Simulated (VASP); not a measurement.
# Nb: single point with PBE

The system is Nb.

```xyz
1
Lattice="-1.6640 1.6640 1.6640 1.6640 -1.6640 1.6640 1.6640 1.6640 -1.6640" Properties=species:S:1:pos:R:3 pbc="T T T"
Nb    0.0000    0.0000    0.0000
```

| Property | Result |
| --- | --- |
| Program | VASP 6.6.1 |
| Task | single point |
| Functional | PBE |
| Potentials or basis | VASP PAW PBE potentials, release 64 (Nb_sv) |
| Cutoff | 500 eV |
| k mesh | 11 × 11 × 11 |
| Occupations | gaussian, width 0.017 eV |
| Spin | no spin polarisation |
| Dipole correction | no |
| Further INCAR settings | ALGO = Normal; EDIFF = 1e-06; NBANDS = 12 |

```json
{
 "Pressure": "-2.1 GPa"
}
```

Levels at points of the mesh, in eV from the Fermi level:
```tsv
k point	band 3	band 4	band 5	band 6	band 7	band 8	band 9	band 10
(0.00, 0.00, 0.00)	-29.69	-29.69	-5.83	0.43	0.43	0.43	3.27	3.27
```

Wall time 12 s on 1 thread of Intel Xeon 8259CL, on a shared host, peak memory 0.14 GiB.
